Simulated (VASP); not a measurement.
A run of VASP 6.6.1 is set up as follows.

File INCAR:

```
SYSTEM = GaAs
ALGO = Normal
EDIFF = 1E-8
ENCUT = 520
ISIF = 2
ISMEAR = 0
LASPH = .TRUE.
LCALCEPS = .TRUE.
LCHARG = .FALSE.
LMIXTAU = .TRUE.
LREAL = .FALSE.
LWAVE = .FALSE.
METAGGA = R2SCAN
NELM = 60
PREC = Accurate
SIGMA = 0.01
```

KPOINTS

```
k-points
0
G
  6 6 6
  0 0 0
```

Contents of POSCAR:

```
GaAs
1.0
    0.0000000000      2.8330831922      2.8330831922
    2.8330831922      0.0000000000      2.8330831922
    2.8330831922      2.8330831922      0.0000000000
Ga As
1 1
Direct
    0.0000000000      0.0000000000      0.0000000000
    0.2500000000      0.2500000000      0.2500000000
```

Potentials or basis: VASP PAW PBE potentials, release 64 (Ga_d, As).

Launch:

```console
$ cat potpaw_PBE.64/Ga_d/POTCAR potpaw_PBE.64/As/POTCAR > POTCAR
$ mpirun -np 1 vasp_std > vasp.out
```

Question: What does it give for the electronic dielectric tensor (diagonal)?

Answer: 11.03.

Question: Predict the Born charges (mean of the diagonal).

Answer: Ga +2.14; As -2.14 e.

Question: Estimate the band gap on the k mesh.

Answer: 0.94 eV, direct.

Electronic dielectric tensor:
```
11.03  0.00  0.00
 0.00 11.03  0.00
 0.00  0.00 11.03
```

Caveat: the PAW data sets were made with another functional, which shifts forces and pressure a little. r2SCAN opens gaps a little over a GGA but as a rule still falls short of measured ones.
